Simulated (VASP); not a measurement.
# Ag (Fd-3m) in VASP: further runs

Ag is run at these levels: LDA; tasks: single point, relaxation of cell and atoms.

Everything below comes from runs of VASP 6.6.1. Logs are shortened: lines on timing, memory, paths and dates and some standing lists are left out, and cuts for length are marked.

### 1 The cell of the first run

The structure is cubic, space group Fd-3m (No. 227). Conventional cell: a = 5.921 Å, b = 5.921 Å, c = 5.921 Å, α = 90.00°, β = 90.00°, γ = 90.00°. Within 3.4 Å of Ag (site symmetry -43m) lie 4 Ag at 2.56 Å.

### 2 Single point, LDA

INCAR

```
  PREC = Accurate
  ENCUT = 520
  EDIFF = 1E-7
  ISMEAR = -1
  SIGMA = 0.1
  LREAL = F
  LASPH = T
  NELM = 60
  ALGO = Normal
  ISIF = 2
  LWAVE = F
  LCHARG = F
  GGA = CA
  NBANDS = 18
```

KPOINTS

```
regular mesh
0
Gamma
  5 5 5
```

POSCAR

```
Ag
1.0
    0.0000000000      2.9606081170      2.9606081170
    2.9606081170      0.0000000000      2.9606081170
    2.9606081170      2.9606081170      0.0000000000
Ag
2
Direct
    0.0000000000      0.0000000000      0.0000000000
    0.2500000000      0.2500000000      0.2500000000
```

Potentials or basis: VASP PAW LDA potentials, release 64 (Ag).

Run with:

```
$ cat potpaw_LDA.64/Ag/POTCAR > POTCAR
$ mpirun -np 1 vasp_std > vasp.out
```

OUTCAR:

```text
PREC = Accurate
   ENCUT = 520
   EDIFF = 1E-7
   ISMEAR = -1
   LREAL = F
   LASPH = T
   NELM = 60
   ISIF = 2
   GGA = CA

 ion  position               nearest neighbor table
   1  0.000  0.000  0.000-   2 2.56   2 2.56   2 2.56   2 2.56
   2  0.250  0.250  0.250-   1 2.56   1 2.56   1 2.56   1 2.56

  LATTYP: Found a face centered cubic cell.
 ALAT       =     5.9212162340

  Lattice vectors:

 A1 = (   0.0000000000,   2.9606081170,   2.9606081170)
 A2 = (   2.9606081170,   0.0000000000,   2.9606081170)
 A3 = (   2.9606081170,   2.9606081170,   0.0000000000)

Analysis of symmetry for initial positions (statically):
=====================================================================
 Subroutine PRICEL returns:
 Original cell was already a primitive cell.

 Routine SETGRP: Setting up the symmetry group for a
 face centered cubic supercell.

 Subroutine GETGRP returns: Found 48 space group operations
 (whereof 24 operations were pure point group operations)
 out of a pool of 48 trial point group operations.

The static configuration has the point symmetry T_d .
 The point group associated with its full space group is O_h .

Analysis of symmetry for dynamics (positions and initial velocities):
=====================================================================
 Subroutine PRICEL returns:
 Original cell was already a primitive cell.

 Routine SETGRP: Setting up the symmetry group for a
 face centered cubic supercell.

 Subroutine GETGRP returns: Found 48 space group operations
 (whereof 24 operations were pure point group operations)
 out of a pool of 48 trial point group operations.

The dynamic configuration has the point symmetry T_d .
 The point group associated with its full space group is O_h .

 Subroutine INISYM returns: Found 48 space group operations
 (whereof 24 operations are pure point group operations),
 and found     1 'primitive' translations

----------------------------------------------------------------------------------------

                                     Primitive cell

  volume of cell :      51.9006

  direct lattice vectors                    reciprocal lattice vectors
     0.000000000  2.960608117  2.960608117    -0.168884223  0.168884223  0.168884223
     2.960608117  0.000000000  2.960608117     0.168884223 -0.168884223  0.168884223
     2.960608117  2.960608117  0.000000000     0.168884223  0.168884223 -0.168884223
[... 64 lines left out ...]
   LNONCOLLINEAR =      F non collinear calculations
   LSORBIT =      F    spin-orbit coupling
   LASPH  =      T    aspherical Exc in radial PAW
   ENCUT  =  520.0 eV  38.22 Ry    6.18 a.u.   7.78  7.78  7.78*2*pi/ulx,y,z
   NELM   =     60;   NELMIN=  2; NELMDL= -5     # of ELM steps
   EDIFF  = 0.1E-06   stopping-criterion for ELM
   LREAL  =      F    real-space projection
   EDIFFG = 0.1E-05   stopping-criterion for IOM
   NSW    =      0    number of steps for IOM
   IBRION =     -1    ionic relax: 0-MD 1-quasi-New 2-CG
   NFREE  =      0    steps in history (QN), initial steepest desc. (CG)
   ISIF   =      2    stress and relaxation
   ISYM   =      2    0-nonsym 1-usesym 2-fastsym
   POTIM  = 0.5000    time-step for ionic-motion
   TEBEG  =    0.0;   TEEND  =   0.0 temperature during run
   PSTRESS=    0.0 pullay stress
   NELECT =      22.0000    total number of electrons
   NUPDOWN=      -1.0000    fix difference up-down
   EMIN   =  10.00;   EMAX   =-10.00  energy-range for DOS
   EFERMI =   0.00;   METHOD = LEGACY
   ISMEAR =    -1;   SIGMA  =   0.10  broadening in eV -4-tet -1-fermi 0-gaus
   EFERMI_NEDOS =   21; number of points for ismear=-14 and -15
   IALGO  =     38    algorithm
   IMIX   =      4    mixing-type and parameters
     AMIX     =   0.40;   BMIX     =  1.00
     AMIX_MAG =   1.60;   BMIX_MAG =  1.00
  volume/ion in A,a.u.               =      25.95       175.12
  Fermi-wavevector in a.u.,A,eV,Ry     =   1.229773  2.323933 20.576643  1.512341
  Thomas-Fermi vector in A             =   2.364647
   LORBIT       =      0    0 simple, 1 ext, 2 COOP (PROOUT), +10 PAW based schemes
   GGA     = CA    functional components
   LHFCALC =     F    Hartree Fock is set to
   AEXX    =    0.0000 exact exchange contribution
   IVDW    =     0    specifies the selected vdW correction
   LEPSILON=     F    determine dielectric tensor
   LRPA    =     F    only Hartree local field effects (RPA)
 non-spin polarized calculation
  energy-cutoff  :      520.00
  volume of cell :       51.90
 maximum number of plane-waves:      1411
   NGX = 15   NGY = 15   NGZ = 15

 number of electron      22.0000008 magnetization

 Free energy of the ion-electron system (eV)
  ---------------------------------------------------
  ext. energy  EPLUGINS =         0.00000000
  ---------------------------------------------------
  free energy    TOTEN  =        -5.44386409 eV

  energy without entropy =       -5.40654326  energy(sigma->0) =       -5.42520368

 E-fermi :   3.5517     XC(G=0):  -9.9783

 val. band max:        2.6201120739   @ k =  -0.4000   0.4000   0.2000
 cond. band min:       3.5921954999   @ k =  -0.4000   0.2000   0.0000
 fundamental gap:      0.9720834260
 Fermi energy:         3.5516779916

 k-point     1 :       0.0000    0.0000    0.0000
  band No.  band energies     occupation
      1      -1.8903      2.00000
      2      -1.4529      2.00000
      3      -1.4529      2.00000
      4      -1.4376      2.00000
      5      -1.4376      2.00000
      6      -1.4376      2.00000
[... 187 lines left out ...]
      5      -0.8399      2.00000
      6      -0.4896      2.00000
[... 10 lines left out ...]
     17      15.3885      0.00000
     18      18.0596      0.00000

------------------------ aborting loop because EDIFF is reached ----------------------------------------

  FORCE on cell =-STRESS in cart. coord.  units (eV):
  Direction    XX          YY          ZZ          XY          YZ          ZX
  --------------------------------------------------------------------------------------
  -------------------------------------------------------------------------------------
  Total        0.0173133      0.0173133      0.0173133      0.0000000      0.0000000      0.0000000
  in kB        0.5344620      0.5344620      0.5344620      0.0000000      0.0000000      0.0000000
  external PRESSURE =       0.5344620 kB  Pullay stress =       0.0000000 kB

 VOLUME and BASIS-vectors are now :
 -----------------------------------------------------------------------------
  energy-cutoff  :      520.00
  volume of cell :       51.90
      direct lattice vectors                 reciprocal lattice vectors
     0.000000000  2.960608117  2.960608117    -0.168884223  0.168884223  0.168884223
     2.960608117  0.000000000  2.960608117     0.168884223 -0.168884223  0.168884223
     2.960608117  2.960608117  0.000000000     0.168884223  0.168884223 -0.168884223

 POSITION                                       TOTAL-FORCE (eV/Angst)
 -----------------------------------------------------------------------------------
      0.00000      0.00000      0.00000        -0.000000     -0.000000     -0.000000
      1.48030      1.48030      1.48030         0.000000      0.000000      0.000000
 -----------------------------------------------------------------------------------
    total drift:                               -0.000000      0.000000      0.000000

  FREE ENERGIE OF THE ION-ELECTRON SYSTEM (eV)
  ---------------------------------------------------
  free  energy   TOTEN  =        -5.4438640949 eV

  energy  without entropy=       -5.4065432571  energy(sigma->0) =       -5.42520368
```

stdout:

```text
POSCAR found type information on POSCAR Ag
 POSCAR found :  1 types and       2 ions
 scaLAPACK will be used
 LDA part: xc-table for (Slater(with rela. corr.)+CA(PZ))
 , standard interpolation
 POSCAR, INCAR and KPOINTS ok, starting setup
 FFT: planning ... GRIDC
 FFT: planning ... GRID_SOFT
 FFT: planning ... GRID
 WAVECAR not read
 entering main loop
```

Wall time 9.6 s (1 thread of AMD EPYC 7R13 (Zen 3), shared host); peak memory 0.12 GiB.

Results:

```yaml
Free_energy: -5.4439 eV
Pressure: 0.1 GPa
Band_gap_on_the_k_mesh: zero (band 11 reaches 3.71 eV, above the bottom of band 12 at 3.59 eV)
```

Caveat: the k points lie up to 0.37 Å⁻¹ apart.

### 3 Relaxation of cell and atoms, LDA

This run uses another cell than the first one, of 22.19 Å³/atom, 0.855 times its volume.

INCAR

```
  ALGO = Normal
  EDIFF = 1E-6
  EDIFFG = -0.01
  ENCUT = 600
  GGA = CA
  IBRION = 2
  ISIF = 3
  ISMEAR = -1
  LASPH = T
  LCHARG = F
  LREAL = F
  LWAVE = F
  NELM = 60
  NSW = 80
  PREC = Accurate
  SIGMA = 0.1
```

KPOINTS

```
k-points
0
Gamma
  5 5 5
```

POSCAR

```
Ag
1.0
    0.0000000000      2.8100000000      2.8100000000
    2.8100000000      0.0000000000      2.8100000000
    2.8100000000      2.8100000000      0.0000000000
Ag
2
Direct
    0.0000000000      0.0000000000      0.0000000000
    0.2500000000      0.2500000000      0.2500000000
```

Potentials or basis: VASP PAW LDA potentials, release 64 (Ag).

Run with:

```
$ cat potpaw_LDA.64/Ag/POTCAR > POTCAR
$ mpirun -np 1 vasp_std > vasp.out
```

OUTCAR:

```text
EDIFF = 1E-6
   EDIFFG = -0.01
   ENCUT = 600
   GGA = CA
   IBRION = 2
   ISIF = 3
   ISMEAR = -1
   LASPH = T
   LREAL = F
   NELM = 60
   NSW = 80
   PREC = Accurate

 ion  position               nearest neighbor table
   1  0.000  0.000  0.000-   2 2.43   2 2.43   2 2.43   2 2.43
   2  0.250  0.250  0.250-   1 2.43   1 2.43   1 2.43   1 2.43

  LATTYP: Found a face centered cubic cell.
 ALAT       =     5.6200000000

  Lattice vectors:

 A1 = (   0.0000000000,   2.8100000000,   2.8100000000)
 A2 = (   2.8100000000,   0.0000000000,   2.8100000000)
 A3 = (   2.8100000000,   2.8100000000,   0.0000000000)

Analysis of symmetry for initial positions (statically):
=====================================================================
 Subroutine PRICEL returns:
 Original cell was already a primitive cell.

 Routine SETGRP: Setting up the symmetry group for a
 face centered cubic supercell.

 Subroutine GETGRP returns: Found 48 space group operations
 (whereof 24 operations were pure point group operations)
 out of a pool of 48 trial point group operations.

The static configuration has the point symmetry T_d .
 The point group associated with its full space group is O_h .

Analysis of symmetry for dynamics (positions and initial velocities):
=====================================================================
 Subroutine PRICEL returns:
 Original cell was already a primitive cell.

 Routine SETGRP: Setting up the symmetry group for a
 face centered cubic supercell.

 Subroutine GETGRP returns: Found 48 space group operations
 (whereof 24 operations were pure point group operations)
 out of a pool of 48 trial point group operations.

The dynamic configuration has the point symmetry T_d .
 The point group associated with its full space group is O_h .

 Subroutine INISYM returns: Found 48 space group operations
 (whereof 24 operations are pure point group operations),
 and found     1 'primitive' translations

----------------------------------------------------------------------------------------

                                     Primitive cell

  volume of cell :      44.3761

  direct lattice vectors                    reciprocal lattice vectors
     0.000000000  2.810000000  2.810000000    -0.177935943  0.177935943  0.177935943
[... 88 lines left out ...]
   IALGO  =     38    algorithm
   IMIX   =      4    mixing-type and parameters
     AMIX     =   0.40;   BMIX     =  1.00
     AMIX_MAG =   1.60;   BMIX_MAG =  1.00
  volume/ion in A,a.u.               =      22.19       149.73
  Fermi-wavevector in a.u.,A,eV,Ry     =   1.295685  2.448489 22.841453  1.678799
  Thomas-Fermi vector in A             =   2.427189
   LORBIT       =      0    0 simple, 1 ext, 2 COOP (PROOUT), +10 PAW based schemes
   GGA     = CA    functional components
   LHFCALC =     F    Hartree Fock is set to
   AEXX    =    0.0000 exact exchange contribution
   IVDW    =     0    specifies the selected vdW correction
   LEPSILON=     F    determine dielectric tensor
   LRPA    =     F    only Hartree local field effects (RPA)
 conjugate gradient relaxation of ions
 non-spin polarized calculation
  energy-cutoff  :      600.00
  volume of cell :       44.38
 maximum number of plane-waves:      1491
   NGX = 15   NGY = 15   NGZ = 15

--------------------------------------- Ionic step        1  -------------------------------------------

 number of electron      22.0000005 magnetization

 Free energy of the ion-electron system (eV)
  ---------------------------------------------------
  ext. energy  EPLUGINS =         0.00000000
  ---------------------------------------------------
  free energy    TOTEN  =        -5.19190351 eV

  energy without entropy =       -5.16144931  energy(sigma->0) =       -5.17667641

 E-fermi :   5.1142     XC(G=0): -10.7885

 val. band max:        4.1325465683   @ k =  -0.4000   0.4000   0.2000
 cond. band min:       5.1225686721   @ k =  -0.4000   0.2000   0.0000
 fundamental gap:      0.9900221038
 Fermi energy:         5.1141987312

 k-point     1 :       0.0000    0.0000    0.0000
  band No.  band energies     occupation
      1      -1.1525      2.00000
      2      -0.5914      2.00000
      3      -0.5914      2.00000
      4      -0.5152      2.00000
      5      -0.5152      2.00000
      6      -0.5152      2.00000
      7       1.4237      2.00000
      8       1.4237      2.00000
      9       1.4237      2.00000
     10       2.4769      2.00000
     11       2.4769      2.00000
     12      15.6895      0.00000
     13      15.6895      0.00000
     14      15.6895      0.00000
[... 340 lines left out ...]
--------------------------------------- Ionic step        6  -------------------------------------------

 number of electron      22.0000008 magnetization

 Free energy of the ion-electron system (eV)
  ---------------------------------------------------
  ext. energy  EPLUGINS =         0.00000000
  ---------------------------------------------------
  free energy    TOTEN  =        -5.43950429 eV

  energy without entropy =       -5.40214440  energy(sigma->0) =       -5.42082434

 E-fermi :   3.5445     XC(G=0):  -9.9743

 val. band max:        2.6130825581   @ k =  -0.4000   0.4000   0.2000
 cond. band min:       3.5853115344   @ k =  -0.4000   0.2000   0.0000
 fundamental gap:      0.9722289763
 Fermi energy:         3.5444904526

 k-point     1 :       0.0000    0.0000    0.0000
  band No.  band energies     occupation
      1      -1.8936      2.00000
      2      -1.4570      2.00000
      3      -1.4570      2.00000
      4      -1.4419      2.00000
      5      -1.4419      2.00000
      6      -1.4419      2.00000
      7       0.1176      2.00000
      8       0.1176      2.00000
      9       0.1176      2.00000
     10       0.8860      2.00000
     11       0.8860      2.00000
     12      12.8757      0.00000
     13      12.8757      0.00000
     14      12.8757      0.00000
[... 190 lines left out ...]
  FREE ENERGIE OF THE ION-ELECTRON SYSTEM (eV)
  ---------------------------------------------------
  free  energy   TOTEN  =        -5.4395042858 eV

  energy  without entropy=       -5.4021443993  energy(sigma->0) =       -5.42082434

 reached required accuracy - stopping structural energy minimisation
```

CONTCAR:

```text
Ag
   1.00000000000000
    -0.0000000000000000    2.9613945725126642    2.9613945725126642
     2.9613945725126642    0.0000000000000000    2.9613945725126642
     2.9613945725126642    2.9613945725126642    0.0000000000000000
  Ag
     2
Direct
     1.0000000000000000    0.0000000000000000    1.0000000000000000
     0.2500000000000000    0.2500000000000000    0.2500000000000000

  0.00000000E+00  0.00000000E+00  0.00000000E+00
  0.00000000E+00  0.00000000E+00  0.00000000E+00
```

Run time: 33 s. Hardware: 1 thread of AMD EPYC 7R13 (Zen 3), shared host; peak memory 0.13 GiB.

What came out:

- Free energy: -5.4395 eV
- Relaxed volume: 25.97 Å³/atom
- Relaxed cell: a = 4.188 Å, b = 4.188 Å, c = 4.188 Å, α = 60.00°, β = 60.00°, γ = 60.00°
- Space group after relaxing (to 0.05 Å): Fd-3m (No. 227)
- Energy gained by relaxing: 123.8 meV/atom
- Ionic steps: 6
- Pressure after relaxing: 0.0 GPa
- Band gap on the k mesh: zero (band 11 reaches 3.70 eV, above the bottom of band 12 at 3.59 eV)

The path:
| step | energy change (eV) | largest force (eV/Å) | pressure (GPa) | volume (Å³) |
| --- | --- | --- | --- | --- |
| 1 | 0.0000 | 0.0000 | 12.52 | 44.38 |
| 2 | -0.1963 | 0.0000 | -3.29 | 56.47 |
| 3 | -0.2476 | 0.0000 | 0.09 | 51.87 |
| 4 | -0.2476 | 0.0000 | -0.12 | 52.03 |
| 5 | -0.2476 | 0.0000 | 0.07 | 51.89 |
| 6 | -0.2476 | 0.0000 | -0.02 | 51.94 |

Final structure:
```cif
data_structure
_symmetry_space_group_name_H-M 'P 1'
_symmetry_Int_Tables_number 1
_cell_length_a 4.1880
_cell_length_b 4.1880
_cell_length_c 4.1880
_cell_angle_alpha 60.000
_cell_angle_beta 60.000
_cell_angle_gamma 60.000
_cell_volume 51.94
loop_
_atom_site_label
_atom_site_type_symbol
_atom_site_fract_x
_atom_site_fract_y
_atom_site_fract_z
_atom_site_occupancy
Ag1 Ag 0.00000 0.00000 0.00000 1
Ag2 Ag 0.25000 0.25000 0.25000 1
```

Caveat: the k points lie up to 0.37 Å⁻¹ apart in the final cell; the volume moved by over 15 % at a fixed basis, so the end points are rough.
